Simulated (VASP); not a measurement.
# SnO2 (P2_1) in VASP: single point with PBEsol+D3(BJ)

Aim: the single point of SnO2 with PBEsol+D3(BJ).

Program: VASP 6.6.1. These are calculated values, not measurements. Logs are shortened: lines on timing, memory, paths and dates and some standing lists are left out, and cuts for length are marked.

**1. The cell of the first run**

The structure is monoclinic, space group P2_1 (No. 4). The conventional cell has a = 3.178 Å, b = 10.113 Å, c = 3.178 Å, α = 90.00°, β = 120.00°, γ = 90.00°. Sn (site symmetry 1) has 6 O at 2.08 to 2.10 Å within 2.8 Å. O (site symmetry 1) has 3 Sn at 2.08 to 2.10 Å and 3 O at 2.73 Å within 2.8 Å. Within 2.8 Å of O (site symmetry 1) lie 3 Sn at 2.09 to 2.10 Å and 3 O at 2.73 Å.

**2. Single point, PBEsol+D3(BJ) (atoms displaced along several vibrational modes)**

File INCAR:

```
PREC = Accurate
ENCUT = 520
EDIFF = 1E-6
ISMEAR = 0
SIGMA = 0.05
LREAL = F
LASPH = T
NELM = 100
ALGO = Normal
ISIF = 2
LWAVE = F
LCHARG = T
GGA = PS
IVDW = 12
LELF = T
LVHAR = T
NBANDS = 35
```

File KPOINTS:

```
regular mesh
0
Gamma
  12 12 4
```

File POSCAR:

```
SnO2
1.0
    3.1779419946      0.0000000000      0.0000000000
   -1.5889709973      2.7521784991      0.0000000000
    0.0000000000      0.0000000000     10.1134263721
Sn O
2 4
Direct
   -0.2698478984     -0.1500042777      0.5000000000
    0.2698478984      0.1500042777      0.0000000000
    0.3929874871      0.1811993056      0.4003665319
    0.9403458462      0.4854673610      0.0996334681
    0.0596541538      0.5145326390      0.5996334681
    0.6070125129      0.8188006944      0.9003665319
```

Potentials or basis: VASP PAW PBE potentials, release 64 (Sn_d, O).

Launch:

```sh
cat potpaw_PBE.64/Sn_d/POTCAR potpaw_PBE.64/O/POTCAR > POTCAR
mpirun -np 1 vasp_std > vasp.out
```

OUTCAR:

```text
PREC = Accurate
   ENCUT = 520
   EDIFF = 1E-6
   ISMEAR = 0
   LREAL = F
   LASPH = T
   NELM = 100
   ISIF = 2
   GGA = PS
   IVDW = 12
 IVDW          = 12

 ion  position               nearest neighbor table
   1  0.730  0.850  0.500-   3 2.08   5 2.09   5 2.09   3 2.10   3 2.10   5 2.10
   2  0.270  0.150  0.000-   6 2.08   4 2.09   4 2.09   6 2.10   6 2.10   4 2.10
   3  0.393  0.181  0.400-   1 2.08   1 2.10   1 2.10
   4  0.940  0.485  0.100-   2 2.09   2 2.09   2 2.10
   5  0.060  0.515  0.600-   1 2.09   1 2.09   1 2.10
   6  0.607  0.819  0.900-   2 2.08   2 2.10   2 2.10

  LATTYP: Found a hexagonal cell.
 ALAT       =     3.1779419946
 C/A-ratio  =     3.1823823057

  Lattice vectors:

 A1 = (   3.1779419946,   0.0000000000,   0.0000000000)
 A2 = (  -1.5889709973,   2.7521784991,   0.0000000000)
 A3 = (   0.0000000000,   0.0000000000,  10.1134263721)

Analysis of symmetry for initial positions (statically):
=====================================================================
 Subroutine PRICEL returns:
 Original cell was already a primitive cell.

 Routine SETGRP: Setting up the symmetry group for a
 hexagonal supercell.

 Subroutine GETGRP returns: Found  2 space group operations
 (whereof  1 operations were pure point group operations)
 out of a pool of 24 trial point group operations.

The static configuration has the point symmetry C_1 .
 The point group associated with its full space group is C_2 .

Analysis of symmetry for dynamics (positions and initial velocities):
=====================================================================
 Subroutine PRICEL returns:
 Original cell was already a primitive cell.

 Routine SETGRP: Setting up the symmetry group for a
 hexagonal supercell.

 Subroutine GETGRP returns: Found  2 space group operations
 (whereof  1 operations were pure point group operations)
 out of a pool of 24 trial point group operations.

The dynamic configuration has the point symmetry C_1 .
 The point group associated with its full space group is C_2 .

 Subroutine INISYM returns: Found  2 space group operations
 (whereof  1 operations are pure point group operations),
 and found     1 'primitive' translations

----------------------------------------------------------------------------------------

                                     Primitive cell

  volume of cell :      88.4547

  direct lattice vectors                    reciprocal lattice vectors
     3.177941995  0.000000000  0.000000000     0.314669054  0.181674263  0.000000000
    -1.588970997  2.752178499  0.000000000     0.000000000  0.363348526  0.000000000
     0.000000000  0.000000000 10.113426372     0.000000000  0.000000000  0.098878458

  length of vectors
     3.177941995  3.177941995 10.113426372     0.363348526  0.363348526  0.098878458

  position of ions in fractional coordinates (direct lattice)
     0.730152102  0.849995722  0.500000000
     0.269847898  0.150004278  0.000000000
     0.392987487  0.181199306  0.400366532
     0.940345846  0.485467361  0.099633468
     0.059654154  0.514532639  0.599633468
     0.607012513  0.818800694  0.900366532

  ion indices of the primitive-cell ions
   primitive index   ion index
                 1           1
                 2           2
                 3           3
                 4           4
                 5           5
                 6           6

----------------------------------------------------------------------------------------

 KPOINTS: regular mesh

Automatic generation of k-mesh.
 Grid dimensions read from file:
 generate k-points for:   12   12    4

 Generating k-lattice:

  Cartesian coordinates                     Fractional coordinates (reciprocal lattice)
     0.026222421  0.015139522  0.000000000     0.083333333 -0.000000000  0.000000000
     0.000000000  0.030279044  0.000000000     0.000000000  0.083333333  0.000000000
     0.000000000  0.000000000  0.024719614     0.000000000  0.000000000  0.250000000

  Length of vectors
     0.030279044  0.030279044  0.024719614

  Shift w.r.t. Gamma in fractional coordinates (k-lattice)
     0.000000000  0.000000000  0.000000000

 Subroutine IBZKPT returns following result:
 ===========================================

 Found    222 irreducible k-points:

 Following reciprocal coordinates:
            Coordinates               Weight
  0.000000  0.000000  0.000000      1.000000
  0.083333  0.000000  0.000000      2.000000
  0.000000  0.083333  0.000000      2.000000
 -0.083333  0.083333  0.000000      2.000000
  0.166667  0.000000  0.000000      2.000000
  0.000000  0.166667  0.000000      2.000000
[... 16 lines left out ...]
  0.166667  0.083333  0.000000      2.000000
 -0.083333  0.250000  0.000000      2.000000
 [... further k-points ...]
   k-points           NKPTS =    222   k-points in BZ     NKDIM =    222   number of bands    NBANDS=     35
   number of dos      NEDOS =    301   number of ions     NIONS =      6
   total plane-waves  NPLWV =  46080
   dimension x,y,z NGX =    24 NGY =   24 NGZ =   80
   dimension x,y,z NGXF=    48 NGYF=   48 NGZF=  160
   ions per type =               2   4
   NGX,Y,Z   is equivalent  to a cutoff of  12.55, 12.55, 13.15 a.u.
   NGXF,Y,Z  is equivalent  to a cutoff of  25.11, 25.11, 26.30 a.u.
 SYSTEM =  unknown system
   PREC   = accura    normal or accurate (medium, high low for compatibility)
   ISTART =      0    job   : 0-new  1-cont  2-samecut
   ICHARG =      2    charge: 1-file 2-atom 10-const
   ISPIN  =      1    spin polarized calculation?
   LNONCOLLINEAR =      F non collinear calculations
   LSORBIT =      F    spin-orbit coupling
   LASPH  =      T    aspherical Exc in radial PAW
   ENCUT  =  520.0 eV  38.22 Ry    6.18 a.u.   5.91  5.91 18.80*2*pi/ulx,y,z
   NELM   =    100;   NELMIN=  2; NELMDL= -5     # of ELM steps
   EDIFF  = 0.1E-05   stopping-criterion for ELM
   LREAL  =      F    real-space projection
   EDIFFG = 0.1E-04   stopping-criterion for IOM
   NSW    =      0    number of steps for IOM
   IBRION =     -1    ionic relax: 0-MD 1-quasi-New 2-CG
   NFREE  =      0    steps in history (QN), initial steepest desc. (CG)
   ISIF   =      2    stress and relaxation
   ISYM   =      2    0-nonsym 1-usesym 2-fastsym
   POTIM  = 0.5000    time-step for ionic-motion
   TEBEG  =    0.0;   TEEND  =   0.0 temperature during run
   PSTRESS=    0.0 pullay stress
   NELECT =      52.0000    total number of electrons
   NUPDOWN=      -1.0000    fix difference up-down
   EMIN   =  10.00;   EMAX   =-10.00  energy-range for DOS
   EFERMI =   0.00;   METHOD = LEGACY
   ISMEAR =     0;   SIGMA  =   0.05  broadening in eV -4-tet -1-fermi 0-gaus
   EFERMI_NEDOS =   21; number of points for ismear=-14 and -15
   IALGO  =     38    algorithm
   IMIX   =      4    mixing-type and parameters
     AMIX     =   0.40;   BMIX     =  1.00
     AMIX_MAG =   1.60;   BMIX_MAG =  1.00
  volume/ion in A,a.u.               =      14.74        99.49
  Fermi-wavevector in a.u.,A,eV,Ry     =   1.371415  2.591599 25.589564  1.880780
  Thomas-Fermi vector in A             =   2.497114
   LORBIT       =      0    0 simple, 1 ext, 2 COOP (PROOUT), +10 PAW based schemes
   GGA     = PS    functional components
   LHFCALC =     F    Hartree Fock is set to
   AEXX    =    0.0000 exact exchange contribution
   IVDW    =    12    specifies the selected vdW correction
   LEPSILON=     F    determine dielectric tensor
   LRPA    =     F    only Hartree local field effects (RPA)
 non-spin polarized calculation
 Gauss-broadening in eV      SIGMA  =   0.05
  energy-cutoff  :      520.00
  volume of cell :       88.45
 maximum number of plane-waves:      2400
   NGX = 11   NGY = 11   NGZ = 37

 number of electron      52.0000011 magnetization

 Free energy of the ion-electron system (eV)
  ---------------------------------------------------
  ext. energy  EPLUGINS =         0.00000000
  ---------------------------------------------------
  free energy    TOTEN  =       -38.57634664 eV

  energy without entropy =      -38.57634664  energy(sigma->0) =      -38.57634664

 E-fermi :   3.1214     XC(G=0):  -9.9776

 val. band max:        2.8577865587   @ k =  -0.2500   0.4167   0.0000
 cond. band min:       5.1848355346   @ k =   0.0000   0.0000   0.0000
 fundamental gap:      2.3270489759
 Fermi energy:         3.1213571875

 k-point     1 :       0.0000    0.0000    0.0000
  band No.  band energies     occupation
      1     -17.0275      2.00000
      2     -17.0259      2.00000
      3     -16.7357      2.00000
      4     -16.7356      2.00000
      5     -16.7353      2.00000
      6     -16.7353      2.00000
[... 27 lines left out ...]
     34      14.3497      0.00000
     35      14.3626      0.00000

 k-point     2 :       0.0833    0.0000    0.0000
  band No.  band energies     occupation
      1     -16.9914      2.00000
      2     -16.9901      2.00000
      3     -16.8022      2.00000
      4     -16.8016      2.00000
      5     -16.7176      2.00000
      6     -16.7175      2.00000
[... 27 lines left out ...]
     34      14.4993      0.00000
     35      14.5587      0.00000

 k-point     3 :       0.0000    0.0833    0.0000
  band No.  band energies     occupation
      1     -16.9914      2.00000
      2     -16.9901      2.00000
      3     -16.8023      2.00000
      4     -16.8016      2.00000
      5     -16.7176      2.00000
      6     -16.7175      2.00000
[... 27 lines left out ...]
     34      14.4925      0.00000
     35      14.5399      0.00000

 k-point     4 :      -0.0833    0.0833    0.0000
  band No.  band energies     occupation
      1     -16.9915      2.00000
      2     -16.9901      2.00000
      3     -16.8024      2.00000
      4     -16.8016      2.00000
      5     -16.7175      2.00000
      6     -16.7174      2.00000
[... 27 lines left out ...]
     34      14.4880      0.00000
     35      14.5826      0.00000

 k-point     5 :       0.1667    0.0000    0.0000
  band No.  band energies     occupation
      1     -17.0339      2.00000
      2     -17.0319      2.00000
      3     -16.8467      2.00000
      4     -16.8462      2.00000
      5     -16.6732      2.00000
      6     -16.6731      2.00000
[... 638 lines left out ...]
 k-point    22 :      -0.1667    0.0833    0.0000
  band No.  band energies     occupation
      1     -16.9344      2.00000
      2     -16.9336      2.00000
      3     -16.9291      2.00000
      4     -16.9273      2.00000
      5     -16.6777      2.00000
      6     -16.6777      2.00000
[... 27 lines left out ...]
     34      14.6960      0.00000
     35      14.7505      0.00000

 k-point    23 :       0.1667    0.0833    0.0000
  band No.  band energies     occupation
      1     -17.1406      2.00000
      2     -17.1379      2.00000
      3     -16.8438      2.00000
      4     -16.8435      2.00000
      5     -16.6220      2.00000
      6     -16.6219      2.00000
[... 27 lines left out ...]
     34      14.7866      0.00000
     35      15.0336      0.00000

 k-point    24 :      -0.0833    0.2500    0.0000
  band No.  band energies     occupation
      1     -17.1408      2.00000
      2     -17.1378      2.00000
      3     -16.8441      2.00000
      4     -16.8436      2.00000
      5     -16.6216      2.00000
      6     -16.6216      2.00000
[... 27 lines left out ...]
     34      14.7323      0.00000
     35      15.0287      0.00000

 [... further k-points ...]

------------------------ aborting loop because EDIFF is reached ----------------------------------------

 Edisp (eV)   -0.92343

 E8    (eV) :    -0.5813

  FORCE on cell =-STRESS in cart. coord.  units (eV):
  Direction    XX          YY          ZZ          XY          YZ          ZX
  --------------------------------------------------------------------------------------
  -------------------------------------------------------------------------------------
  Total       0.67573     0.65729    -0.80229     0.05527     0.00000     0.00000
  in kB      12.23954    11.90541   -14.53177     1.00119     0.00000     0.00000
  external pressure =        3.20 kB  Pullay stress =        0.00 kB

 VOLUME and BASIS-vectors are now :
 -----------------------------------------------------------------------------
  energy-cutoff  :      520.00
  volume of cell :       88.45
      direct lattice vectors                 reciprocal lattice vectors
     3.177941995  0.000000000  0.000000000     0.314669054  0.181674263  0.000000000
    -1.588970997  2.752178499  0.000000000     0.000000000  0.363348526  0.000000000
     0.000000000  0.000000000 10.113426372     0.000000000  0.000000000  0.098878458

 POSITION                                       TOTAL-FORCE (eV/Angst)
 -----------------------------------------------------------------------------------
      0.96976      2.33934      5.05671        -0.140422     -0.093705      0.016495
      0.61921      0.41284      0.00000         0.140422      0.093705      0.016495
      0.96097      0.49869      4.04908         0.054583      0.040283     -0.132812
      2.21697      1.33609      1.00764        -0.060508     -0.040275      0.116318
     -0.62800      1.41609      6.06435         0.060508      0.040275      0.116318
      0.62800      2.25349      9.10579        -0.054583     -0.040283     -0.132812
 -----------------------------------------------------------------------------------
    total drift:                                0.000000     -0.000000      0.000154

  FREE ENERGIE OF THE ION-ELECTRON SYSTEM (eV)
  ---------------------------------------------------
  free  energy   TOTEN  =       -39.4997813292 eV

  energy  without entropy=      -39.4997813292  energy(sigma->0) =      -39.49978133
```

Run time: 4.7 min. Hardware: 1 thread of Intel Xeon 6975P-C (Granite Rapids), shared host; peak memory 0.59 GiB.

Results:

```yaml
Free_energy: -39.4998 eV
Pressure: 0.3 GPa
Largest_force: 0.170 eV/Å
Band_gap_on_the_k_mesh: 2.33 eV (least direct gap 2.63 eV)
Dispersion_energy_per_atom: -0.154 eV
```

Forces in eV/Å, atoms in the order of the input:
```
Sn  -0.140 -0.094  0.016
Sn   0.140  0.094  0.016
O    0.055  0.040 -0.133
O   -0.061 -0.040  0.116
O    0.061  0.040  0.116
O   -0.055 -0.040 -0.133
```

Stress tensor (GPa, compression positive):
```
 1.22  0.10  0.00
 0.10  1.19  0.00
 0.00  0.00 -1.45
```

Levels at points of the mesh, in eV from the valence-band top:
```tsv
k point	band 24	band 25	band 26	band 27	band 28	band 29
(0.00, 0.00, 0.00)	-0.78	-0.77	-0.31	2.33	3.31	5.73
(0.50, 0.00, 0.00)	-0.42	-0.23	-0.20	5.58	5.58	7.39
(0.00, 0.50, 0.00)	-0.43	-0.35	-0.09	5.55	5.62	7.25
(0.50, 0.50, 0.00)	-0.42	-0.39	-0.06	5.55	5.63	7.21
(0.00, 0.00, 0.50)	-0.79	-0.75	-0.75	2.84	2.84	5.84
(0.50, 0.00, 0.50)	-0.46	-0.24	-0.24	5.59	5.59	7.41
(0.00, 0.50, 0.50)	-0.46	-0.23	-0.23	5.59	5.59	7.43
(0.50, 0.50, 0.50)	-0.45	-0.22	-0.22	5.59	5.59	7.44
```

Caveat: the cell differs from its parent crystal (atoms displaced along several vibrational modes); the PAW data sets were made with another functional, which shifts forces and pressure a little; spin-orbit coupling is left out, which moves the levels of the heavy elements.
